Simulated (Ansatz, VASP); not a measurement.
**Two plane-wave programs on Pt**

```
Pt
1.0
     0.00000    1.94698    1.94698
     1.94698    0.00000    1.94698
     1.94698    1.94698    0.00000
Pt
1
Direct
  0.00000 0.00000 0.00000
```

Alike in both runs: functional LDA; k mesh 18 × 18 × 18; occupations fermi-dirac, width 0.05 eV; no spin polarisation.

Ansatz relaxed the structure, and its values are those at the end. VASP's run is a single point on that final structure, the one shown.

|  | VASP | Ansatz |
| --- | --- | --- |
| version | VASP 6.6.1 | Ansatz 0.2.0 |
| potentials or method | VASP PAW LDA potentials, release 64 (Pt) | PAW with Ansatz's default frozen-core files, scalar-relativistic |
| plane-wave cutoff (eV) | 520 | 420 |
| valence electrons in the cell | 10 | 18 |

|  | VASP | Ansatz | Ansatz less VASP |
| --- | --- | --- | --- |
| pressure (GPa) | 0.8 | 0.0 | -0.76 |

LDA's correlation is that of Perdew and Zunger in VASP and of Perdew and Wang (1992) in Ansatz. VASP's potentials hold 10 valence electrons a cell and Ansatz's 18, so a difference there can come from the potentials and not from the codes.

Neither program's run includes spin-orbit coupling.
